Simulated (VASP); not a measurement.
# RuSe (P6_3mc) in VASP: further runs

Runs on RuSe. Level: PBE. Tasks: single point.

Everything below comes from runs of VASP 6.6.1. Logs are shortened: lines on timing, memory, paths and dates and some standing lists are left out, and cuts for length are marked.

### Step 1. The cell of the first run

The structure is hexagonal, space group P6_3mc (No. 186). The conventional cell has a = 4.106 Å, b = 4.106 Å, c = 6.725 Å, α = 90.00°, β = 90.00°, γ = 120.00°. Ru (site symmetry 3m) has 4 Se at 2.52 Å within 3.3 Å. Se (site symmetry 3m) has 4 Ru at 2.52 Å within 3.3 Å.

### Step 2. Single point, PBE, collinear spin, zero start

Input file INCAR:

```
SYSTEM = RuSe
PREC = Accurate
ENCUT = 520
EDIFF = 1E-7
ISMEAR = 0
SIGMA = 0.05
LREAL = .False.
LASPH = .True.
NELM = 150
ALGO = Normal
ISIF = 2
LWAVE = .False.
LCHARG = .False.
ISPIN = 2
MAGMOM = 0 0 0 0
LORBIT = 11
LMAXMIX = 4
GGA = PE
NBANDS = 32
```

Input file KPOINTS:

```
regular mesh
0
Gamma
  5 5 3
  0 0 0
```

Input file POSCAR:

```
RuSe
1.0
    4.1061713500      0.0000000000      0.0000000000
   -2.0530856800      3.5560487000      0.0000000000
    0.0000000000      0.0000000000      6.7249606300
Ru Se
2 2
Direct
    0.6666666667      0.3333333333      0.0000000000
    0.3333333333      0.6666666667      0.5000000000
    0.6666666667      0.3333333333      0.6252000000
    0.3333333333      0.6666666667      0.1252000000
```

Potentials or basis: VASP PAW PBE potentials, release 64 (Ru_pv, Se).

Run with:

```sh
$ cat potpaw_PBE.64/Ru_pv/POTCAR potpaw_PBE.64/Se/POTCAR > POTCAR
$ mpirun -np 1 vasp_std > vasp.out
```

OUTCAR:

```text
SYSTEM = RuSe
   PREC = Accurate
   ENCUT = 520
   EDIFF = 1E-7
   ISMEAR = 0
   LREAL = .False.
   LASPH = .True.
   NELM = 150
   ISIF = 2
   ISPIN = 2
   LORBIT = 11
   GGA = PE

 ion  position               nearest neighbor table
   1  0.667  0.333  0.000-   4 2.52   4 2.52   4 2.52   3 2.52
   2  0.333  0.667  0.500-   3 2.52   3 2.52   3 2.52   4 2.52
   3  0.667  0.333  0.625-   2 2.52   2 2.52   2 2.52   1 2.52
   4  0.333  0.667  0.125-   1 2.52   1 2.52   1 2.52   2 2.52

  LATTYP: Found a hexagonal cell.
 ALAT       =     4.1061713500
 C/A-ratio  =     1.6377691179

  Lattice vectors:

 A1 = (   4.1061713500,   0.0000000000,   0.0000000000)
 A2 = (  -2.0530856800,   3.5560487000,   0.0000000000)
 A3 = (   0.0000000000,   0.0000000000,   6.7249606300)

Analysis of symmetry for initial positions (statically):
=====================================================================
 Subroutine PRICEL returns:
 Original cell was already a primitive cell.

 Routine SETGRP: Setting up the symmetry group for a
 hexagonal supercell.

 Subroutine GETGRP returns: Found 12 space group operations
 (whereof  6 operations were pure point group operations)
 out of a pool of 24 trial point group operations.

The static configuration has the point symmetry C_3v.
 The point group associated with its full space group is C_6v.

Analysis of symmetry for dynamics (positions and initial velocities):
=====================================================================
 Subroutine PRICEL returns:
 Original cell was already a primitive cell.

 Routine SETGRP: Setting up the symmetry group for a
 hexagonal supercell.

 Subroutine GETGRP returns: Found 12 space group operations
 (whereof  6 operations were pure point group operations)
 out of a pool of 24 trial point group operations.

The dynamic configuration has the point symmetry C_3v.
 The point group associated with its full space group is C_6v.

Analysis of structural, dynamic, and magnetic symmetry:
=====================================================================
 Subroutine PRICEL returns:
 Original cell was already a primitive cell.

 Routine SETGRP: Setting up the symmetry group for a
 hexagonal supercell.

 Subroutine GETGRP returns: Found 12 space group operations
 (whereof  6 operations were pure point group operations)
 out of a pool of 24 trial point group operations.

The overall configuration has the point symmetry C_3v.
 The point group associated with its full space group is C_6v.

 Subroutine INISYM returns: Found 12 space group operations
 (whereof  6 operations are pure point group operations),
 and found     1 'primitive' translations

----------------------------------------------------------------------------------------

                                     Primitive cell

  volume of cell :      98.1962

  direct lattice vectors                    reciprocal lattice vectors
     4.106171350  0.000000000  0.000000000     0.243535867  0.140605499  0.000000000
    -2.053085680  3.556048700  0.000000000     0.000000000  0.281210997  0.000000000
     0.000000000  0.000000000  6.724960630     0.000000000  0.000000000  0.148699755

  length of vectors
     4.106171350  4.106171351  6.724960630     0.281210997  0.281210997  0.148699755

  position of ions in fractional coordinates (direct lattice)
     0.666666667  0.333333333  0.000000000
     0.333333333  0.666666667  0.500000000
     0.666666667  0.333333333  0.625200000
     0.333333333  0.666666667  0.125200000

  ion indices of the primitive-cell ions
   primitive index   ion index
                 1           1
                 2           2
                 3           3
                 4           4

----------------------------------------------------------------------------------------

 KPOINTS: regular mesh

Automatic generation of k-mesh.
 Grid dimensions read from file:
 generate k-points for:    5    5    3

 Generating k-lattice:

  Cartesian coordinates                     Fractional coordinates (reciprocal lattice)
     0.048707173  0.028121100  0.000000000     0.200000000  0.000000000  0.000000000
     0.000000000  0.056242199  0.000000000     0.000000000  0.200000000  0.000000000
     0.000000000  0.000000000  0.049566585     0.000000000  0.000000000  0.333333333

  Length of vectors
     0.056242199  0.056242199  0.049566585

  Shift w.r.t. Gamma in fractional coordinates (k-lattice)
     0.000000000  0.000000000  0.000000000

 Subroutine IBZKPT returns following result:
 ===========================================

 Found     10 irreducible k-points:

 Following reciprocal coordinates:
            Coordinates               Weight
  0.000000  0.000000  0.000000      1.000000
  0.200000 -0.000000  0.000000      6.000000
  0.400000 -0.000000  0.000000      6.000000
  0.200000  0.200000  0.000000      6.000000
  0.400000  0.200000  0.000000      6.000000
  0.000000  0.000000  0.333333      2.000000
  0.200000 -0.000000  0.333333     12.000000
  0.400000 -0.000000  0.333333     12.000000
  0.200000  0.200000  0.333333     12.000000
  0.400000  0.200000  0.333333     12.000000
   k-points           NKPTS =     10   k-points in BZ     NKDIM =     10   number of bands    NBANDS=     32
   number of dos      NEDOS =    301   number of ions     NIONS =      4
   total plane-waves  NPLWV =  51200
   dimension x,y,z NGX =    32 NGY =   32 NGZ =   50
   dimension x,y,z NGXF=    64 NGYF=   64 NGZF=  100
   ions per type =               2   2
   NGX,Y,Z   is equivalent  to a cutoff of  12.96, 12.96, 12.36 a.u.
   NGXF,Y,Z  is equivalent  to a cutoff of  25.91, 25.91, 24.72 a.u.
 SYSTEM =  RuSe
   PREC   = accura    normal or accurate (medium, high low for compatibility)
   ISTART =      0    job   : 0-new  1-cont  2-samecut
   ICHARG =      2    charge: 1-file 2-atom 10-const
   ISPIN  =      2    spin polarized calculation?
   LNONCOLLINEAR =      F non collinear calculations
   LSORBIT =      F    spin-orbit coupling
   LASPH  =      T    aspherical Exc in radial PAW
   ENCUT  =  520.0 eV  38.22 Ry    6.18 a.u.   7.63  7.63 12.50*2*pi/ulx,y,z
   NELM   =    150;   NELMIN=  2; NELMDL= -5     # of ELM steps
   EDIFF  = 0.1E-06   stopping-criterion for ELM
   LREAL  =      F    real-space projection
   EDIFFG = 0.1E-05   stopping-criterion for IOM
   NSW    =      0    number of steps for IOM
   IBRION =     -1    ionic relax: 0-MD 1-quasi-New 2-CG
   NFREE  =      0    steps in history (QN), initial steepest desc. (CG)
   ISIF   =      2    stress and relaxation
   ISYM   =      2    0-nonsym 1-usesym 2-fastsym
   POTIM  = 0.5000    time-step for ionic-motion
   TEBEG  =    0.0;   TEEND  =   0.0 temperature during run
   PSTRESS=    0.0 pullay stress
   NELECT =      40.0000    total number of electrons
   NUPDOWN=      -1.0000    fix difference up-down
   EMIN   =  10.00;   EMAX   =-10.00  energy-range for DOS
   EFERMI =   0.00;   METHOD = LEGACY
   ISMEAR =     0;   SIGMA  =   0.05  broadening in eV -4-tet -1-fermi 0-gaus
   EFERMI_NEDOS =   21; number of points for ismear=-14 and -15
   IALGO  =     38    algorithm
   IMIX   =      4    mixing-type and parameters
     AMIX     =   0.40;   BMIX     =  1.00
     AMIX_MAG =   1.60;   BMIX_MAG =  1.00
  volume/ion in A,a.u.               =      24.55       165.67
  Fermi-wavevector in a.u.,A,eV,Ry     =   1.213566  2.293307 20.037870  1.472742
  Thomas-Fermi vector in A             =   2.349014
   LORBIT       =     11    0 simple, 1 ext, 2 COOP (PROOUT), +10 PAW based schemes
   GGA     = PE    functional components
   LHFCALC =     F    Hartree Fock is set to
   AEXX    =    0.0000 exact exchange contribution
   IVDW    =     0    specifies the selected vdW correction
   LEPSILON=     F    determine dielectric tensor
   LRPA    =     F    only Hartree local field effects (RPA)
 spin polarized calculation
 Gauss-broadening in eV      SIGMA  =   0.05
  energy-cutoff  :      520.00
  volume of cell :       98.20
 maximum number of plane-waves:      2671
 NGX is ok and might be reduce to    32
   NGX = 15   NGY = 15   NGZ = 25

 number of electron      40.0000011 magnetization       0.0000804

 Free energy of the ion-electron system (eV)
  ---------------------------------------------------
  ext. energy  EPLUGINS =         0.00000000
  ---------------------------------------------------
  free energy    TOTEN  =       -23.92753773 eV

  energy without entropy =      -23.91910306  energy(sigma->0) =      -23.92332040

 E-fermi :   4.4627     XC(G=0):  -9.7519

 val. band max:        4.4533749098   @ k =   0.0000   0.0000   0.3333
 cond. band min:       4.4737212202   @ k =   0.4000  -0.0000   0.0000
 fundamental gap:      0.0203463104
 Fermi energy:         4.4627492245

 spin component 1

 k-point     1 :       0.0000    0.0000    0.0000
  band No.  band energies     occupation
      1     -37.6984      1.00000
      2     -37.6984      1.00000
      3     -37.6966      1.00000
      4     -37.6966      1.00000
      5     -37.6902      1.00000
      6     -37.6786      1.00000
[... 24 lines left out ...]
     31      12.8226      0.00000
     32      12.8226      0.00000

 k-point     2 :       0.2000   -0.0000    0.0000
  band No.  band energies     occupation
      1     -37.7016      1.00000
      2     -37.6998      1.00000
      3     -37.6993      1.00000
      4     -37.6972      1.00000
      5     -37.6887      1.00000
      6     -37.6793      1.00000
[... 24 lines left out ...]
     31      13.0021      0.00000
     32      13.6279      0.00000
[... 243 lines left out ...]
     31      12.9272      0.00000
     32      13.7124      0.00000

 k-point    10 :       0.4000    0.2000    0.3333
  band No.  band energies     occupation
      1     -37.7065      1.00000
      2     -37.7060      1.00000
      3     -37.7020      1.00000
      4     -37.7008      1.00000
      5     -37.6835      1.00000
      6     -37.6824      1.00000
[... 24 lines left out ...]
     31      13.9214      0.00000
     32      14.1697      0.00000
 Fermi energy:         4.4627492245

 spin component 2

 k-point     1 :       0.0000    0.0000    0.0000
  band No.  band energies     occupation
      1     -37.6984      1.00000
      2     -37.6984      1.00000
      3     -37.6966      1.00000
      4     -37.6966      1.00000
      5     -37.6901      1.00000
      6     -37.6786      1.00000
[... 24 lines left out ...]
     31      12.8226      0.00000
     32      12.8226      0.00000

 k-point     2 :       0.2000   -0.0000    0.0000
  band No.  band energies     occupation
      1     -37.7016      1.00000
      2     -37.6998      1.00000
      3     -37.6993      1.00000
      4     -37.6972      1.00000
      5     -37.6887      1.00000
      6     -37.6792      1.00000
[... 24 lines left out ...]
     31      13.0021      0.00000
     32      13.6279      0.00000
[... 243 lines left out ...]
     31      12.9272      0.00000
     32      13.7124      0.00000

 k-point    10 :       0.4000    0.2000    0.3333
  band No.  band energies     occupation
      1     -37.7064      1.00000
      2     -37.7060      1.00000
      3     -37.7020      1.00000
      4     -37.7008      1.00000
      5     -37.6835      1.00000
      6     -37.6824      1.00000
[... 24 lines left out ...]
     31      13.9214      0.00000
     32      14.1697      0.00000

------------------------ aborting loop because EDIFF is reached ----------------------------------------

  FORCE on cell =-STRESS in cart. coord.  units (eV):
  Direction    XX          YY          ZZ          XY          YZ          ZX
  --------------------------------------------------------------------------------------
  -------------------------------------------------------------------------------------
  Total       -7.7885018     -7.7885018     -6.4663451      0.0000000      0.0000000      0.0000000
  in kB     -127.0778885   -127.0778884   -105.5054627      0.0000002      0.0000000      0.0000000
  external PRESSURE =    -119.8870799 kB  Pullay stress =       0.0000000 kB

 VOLUME and BASIS-vectors are now :
 -----------------------------------------------------------------------------
  energy-cutoff  :      520.00
  volume of cell :       98.20
      direct lattice vectors                 reciprocal lattice vectors
     4.106171350  0.000000000  0.000000000     0.243535867  0.140605499  0.000000000
    -2.053085680  3.556048700  0.000000000     0.000000000  0.281210997  0.000000000
     0.000000000  0.000000000  6.724960630     0.000000000  0.000000000  0.148699755

 POSITION                                       TOTAL-FORCE (eV/Angst)
 -----------------------------------------------------------------------------------
      2.05309      1.18535      0.00000         0.000000     -0.000000     -0.112465
     -0.00000      2.37070      3.36248        -0.000000      0.000000     -0.112465
      2.05309      1.18535      4.20445         0.000000     -0.000000      0.112465
     -0.00000      2.37070      0.84197         0.000000     -0.000000      0.112465
 -----------------------------------------------------------------------------------
    total drift:                                0.000000     -0.000000     -0.000022

  FREE ENERGIE OF THE ION-ELECTRON SYSTEM (eV)
  ---------------------------------------------------
  free  energy   TOTEN  =       -23.9275377282 eV

  energy  without entropy=      -23.9191030626  energy(sigma->0) =      -23.92332040

 total charge

# of ion       s       p       d       tot
------------------------------------------
    1        0.269   6.120   6.088  12.477
    2        0.269   6.120   6.088  12.477
    3        1.443   2.236   0.095   3.774
    4        1.443   2.236   0.095   3.774
--------------------------------------------------
tot          3.425  16.711  12.366  32.502

 magnetization (x)

# of ion       s       p       d       tot
------------------------------------------
    1        0.000   0.000   0.000   0.000
    2        0.000   0.000   0.000   0.000
    3        0.000   0.000   0.000   0.000
    4        0.000   0.000   0.000   0.000
--------------------------------------------------
tot          0.000   0.000   0.000   0.000
```

Run time: 96 s. Hardware: 1 thread of Intel Xeon 8259CL, shared host; peak memory 0.27 GiB.

Results:

```
Free energy                                           : -23.9275 eV
Pressure                                              : -12.0 GPa
Largest force                                         : 0.112 eV/Å
Band gap on the k mesh                                : zero (filled and empty bands overlap)
Net moment                                            : 0.00 μB per cell
Valence electrons inside the program's atomic spheres : Ru 12.48; Se 3.77
```

Forces in eV/Å, atoms in the order of the input:
```
Ru   0.000  0.000 -0.112
Ru   0.000  0.000 -0.112
Se   0.000  0.000  0.112
Se   0.000  0.000  0.112
```

Stress tensor (GPa, compression positive):
```
-12.71   0.00   0.00
  0.00 -12.71   0.00
  0.00   0.00 -10.55
```

Levels at points of the mesh, in eV from the Fermi level:
Spin up:
```tsv
k point	band 17	band 18	band 19	band 20	band 21	band 22
(0.00, 0.00, 0.00)	-0.91	-0.91	-0.78	1.46	1.46	1.66
```
Spin down:
```tsv
k point	band 17	band 18	band 19	band 20	band 21	band 22
(0.00, 0.00, 0.00)	-0.91	-0.91	-0.78	1.46	1.46	1.66
```

Caveat: the cell stands under tension.

(Part 1 of 2 ends here.)
